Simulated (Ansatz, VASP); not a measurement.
# Sn2PbO2 in VASP and in Ansatz

```xyz
5
Lattice="3.7462 0.0000 0.0000 -1.8731 3.2443 0.0000 0.0000 0.0000 9.4564" Properties=species:S:1:pos:R:3 pbc="T T T"
Sn    0.0000    0.0000    6.0931
Sn    1.8731    1.0814    3.1495
Pb    0.0000    0.0000    9.1968
O     0.0000    0.0000    3.8909
O     1.8731    1.0814    5.4488
```

Alike in both runs: functional PBE; k mesh 12 × 12 × 4; occupations gaussian, width 0.1 eV; no spin polarisation.

Ansatz relaxed the structure, and its values are those at the end. VASP's run is a single point on that final structure, the one shown.

```csv
,VASP,Ansatz
version,VASP 6.6.1,Ansatz 0.2.0
potentials or method,"VASP PAW PBE potentials, release 64 (Sn_d, Pb_d, O), cutoff 520 eV","scalar-relativistic, plane waves, PAW"
valence electrons in the cell,54,54
```

|  | VASP | Ansatz | Ansatz less VASP |
| --- | --- | --- | --- |
| gap on the k mesh at the Fermi level (eV) | none | none | - |
| pressure (GPa) | 0.1 | 0.0 | -0.10 |
| rms of the force components (eV/Å) | 0.021 | 0.001 | -0.0200 |

A gap of «none» marks a metal or a gap that the smearing closes. With one functional, cell and mesh, what is left measures potentials, basis and numerics.

Spin-orbit coupling is off throughout.
